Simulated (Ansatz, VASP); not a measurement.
## Two plane-wave programs on GaP

INCAR

```
SYSTEM = GaP
PREC = Accurate
ENCUT = 520
EDIFF = 1E-6
ISMEAR = 0
SIGMA = 0.05
LREAL = .False.
LASPH = .True.
NELM = 60
ALGO = Normal
ISIF = 2
LWAVE = .False.
LCHARG = .False.
GGA = PE
NBANDS = 16
```

Contents of KPOINTS:

```
regular mesh
0
Gamma
  10 10 10
  0 0 0
```

Contents of POSCAR:

```
GaP
1.0
    0.0000000000      2.7281015663      2.7281015663
    2.7281015663      0.0000000000      2.7281015663
    2.7281015663      2.7281015663      0.0000000000
Ga P
1 1
Direct
    0.0000000000      0.0000000000      0.0000000000
    0.7500000000      0.7500000000      0.7500000000
```

Input for Ansatz:

```yaml
crystal:
  lattice:
    - [0.0, 2.7281015663, 2.7281015663]
    - [2.7281015663, 0.0, 2.7281015663]
    - [2.7281015663, 2.7281015663, 0.0]
  atoms:
    - { symbol: Ga, position: [0.0, 0.0, 0.0] }
    - { symbol: P, position: [0.75, 0.75, 0.75] }
basis:
  ecutwfc: 420
kpoints:
  mp_grid: { grid: [10, 10, 10] }
hamiltonian:
  xc: pbe
  pseudopotentials: { kind: paw, azcp: { folder: soft_1 } }
scf:
  occupations: { method: gaussian, width: 0.05 }
output:
  forces: true
  stress: true
  eigenvalues: true
```

Alike in both runs: task single point; functional PBE; k mesh 10 × 10 × 10; occupations gaussian, width 0.05 eV; no spin polarisation.

|  | VASP | Ansatz |
| --- | --- | --- |
| version | VASP 6.6.1 | Ansatz 0.2.0 |
| potentials or method | VASP PAW PBE potentials, release 64 (Ga_d, P), cutoff 520 eV | scalar-relativistic, plane waves, PAW |
| valence electrons in the cell | 18 | 18 |

```csv
,VASP,Ansatz,Ansatz less VASP
gap on the k mesh at the Fermi level (eV),1.61,1.61,+0.001
least direct gap on the mesh (eV),1.80,1.80,+0.003
pressure (GPa),2.2,2.3,+0.10
```
